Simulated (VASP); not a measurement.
Input of a VASP 6.6.1 run:

INCAR

```
SYSTEM = ZnCu
PREC = Accurate
ENCUT = 820
EDIFF = 1E-6
ISMEAR = -1
SIGMA = 0.05
LREAL = .False.
LASPH = .True.
NELM = 120
ALGO = Normal
ISIF = 2
LWAVE = .False.
LCHARG = .False.
GGA = PS
NBANDS = 22
GGA_COMPAT = .False.
```

File KPOINTS:

```
regular mesh
0
Gamma
  9 9 9
  0 0 0
```

File POSCAR:

```
ZnCu
1.0
    2.9837544443      0.0000000000      0.0000000000
    0.0000000000      2.9837544443      0.0000000000
    0.0000000000      0.0000000000      2.9837544443
Zn Cu
1 1
Direct
    0.5000000000      0.5000000000      0.5000000000
    0.0000000000      0.0000000000      0.0000000000
```

Potentials or basis: VASP PAW PBE potentials, release 64 (Zn, Cu_sv_GW).

Command:

```bash
$ cat potpaw_PBE.64/Zn/POTCAR potpaw_PBE.64/Cu_sv_GW/POTCAR > POTCAR
$ mpirun -np 1 vasp_std > vasp.out
```

Question: Estimate the band gap on the k mesh.

Answer: Zero (an odd number of electrons rules out a gap without spin polarisation).

Question: Predict the pressure.

Answer: -9.3 GPa.

Caveat: the cell stands under tension; the PAW data sets were made with another functional, which shifts forces and pressure a little.
